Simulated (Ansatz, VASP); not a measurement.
One calculation of Al, two programs

File INCAR:

```
PREC     = Accurate       # precision mode
ENCUT    = 520            # plane-wave cutoff, eV
EDIFF    = 1E-7           # SCF threshold, eV
ISMEAR   = 0              # smearing method
SIGMA    = 0.15           # smearing width, eV
LREAL    = False          # projectors in reciprocal space
LASPH    = True           # aspherical terms in the spheres
NELM     = 100            # most SCF steps
ALGO     = Fast           # electronic algorithm
ISIF     = 2              # what is computed and relaxed
LWAVE    = False          # write WAVECAR
LCHARG   = False          # write CHGCAR
GGA      = PE             # functional
NBANDS   = 8              # bands
```

File KPOINTS:

```
Automatic mesh
0
Gamma
  22 22 22
```

The input POSCAR:

```
Al
1.0
    0.0000000000      2.2719551060      1.6062722599
    2.2719551060      0.0000000000      1.6062722599
    2.2719551060      2.2719551060      0.0000000000
Al
1
Direct
    0.0000000000      0.0000000000      0.0000000000
```

Input for Ansatz:

```yaml
crystal:
  lattice:
    - [0.0, 2.271955106, 1.6062722599]
    - [2.271955106, 0.0, 1.6062722599]
    - [2.271955106, 2.271955106, 0.0]
  atoms:
    - { symbol: Al, position: [0.0, 0.0, 0.0] }
basis:
  ecutwfc: 420
kpoints:
  mp_grid: { grid: [22, 22, 22] }
hamiltonian:
  xc: pbe
scf:
  occupations: { method: gaussian, width: 0.15 }
output:
  forces: true
  stress: true
  eigenvalues: true
  write_density: true
  write_potential: true
  elf: true
  volumetric_format: npy
```

Alike in both runs: task single point; functional PBE; k mesh 22 × 22 × 22; occupations gaussian, width 0.15 eV; no spin polarisation.

```csv
,VASP,Ansatz
version,VASP 6.6.1,Ansatz 0.2.0
potentials or method,"VASP PAW PBE potentials, release 64 (Al), cutoff 520 eV","scalar-relativistic, plane waves, PAW"
valence electrons in the cell,3,3
```

```csv
,VASP,Ansatz,Ansatz less VASP
gap on the k mesh at the Fermi level (eV),none,none,-
pressure (GPa),1.4,1.5,+0.02
```

A gap of «none» marks a metal or a gap that the smearing closes.
